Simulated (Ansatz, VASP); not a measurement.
# HfSiO4 in VASP and in Ansatz

```
Hf Si O
1.0
    -3.29110    3.29110    2.98305
     3.29110   -3.29110    2.98305
     3.29110    3.29110   -2.98305
Hf Si O
2 2 8
Cartesian
  0.0000 3.2911 1.4915
  0.0000 0.0000 0.0000
  3.2911 0.0000 1.4915
  0.0000 0.0000 2.9831
  3.2911 2.0748 -1.0851
  4.5074 0.0000 0.4064
  0.0000 1.2163 1.8980
  2.0748 0.0000 0.4064
  3.2911 1.2163 2.5766
  1.2163 0.0000 4.0681
  3.2911 -1.2163 2.5766
  2.0748 3.2911 1.0851
```

Alike in both runs: functional PBEsol; k mesh 6 × 6 × 6; occupations gaussian, width 0.02 eV; no spin polarisation.

Ansatz relaxed the structure, and its values are those at the end. VASP's run is a single point on that final structure, the one shown.

|  | VASP | Ansatz |
| --- | --- | --- |
| version | VASP 6.6.1 | Ansatz 0.2.0 |
| potentials or method | VASP PAW PBE potentials, release 64 (Hf_pv, Si, O), cutoff 520 eV | scalar-relativistic, plane waves, PAW |
| valence electrons in the cell | 76 | 108 |

Ansatz gave:

| Quantity | Value |
| --- | --- |
| gap on the k mesh at the Fermi level (eV) | 5.39 |
| least direct gap on the mesh (eV) | 5.74 |
| pressure (GPa) | 0.0 |
| rms of the force components (eV/Å) | 0.000 |

Q: Estimate VASP's values.

A: gap on the k mesh at the Fermi level (eV): 5.34; least direct gap on the mesh (eV): 5.69; pressure (GPa): -1.3; rms of the force components (eV/Å): 0.108.

VASP's potentials were made for PBE, not for PBEsol. VASP's potentials hold 76 valence electrons a cell and Ansatz's 108, so a difference there can come from the potentials and not from the codes.

Neither program's run includes spin-orbit coupling.
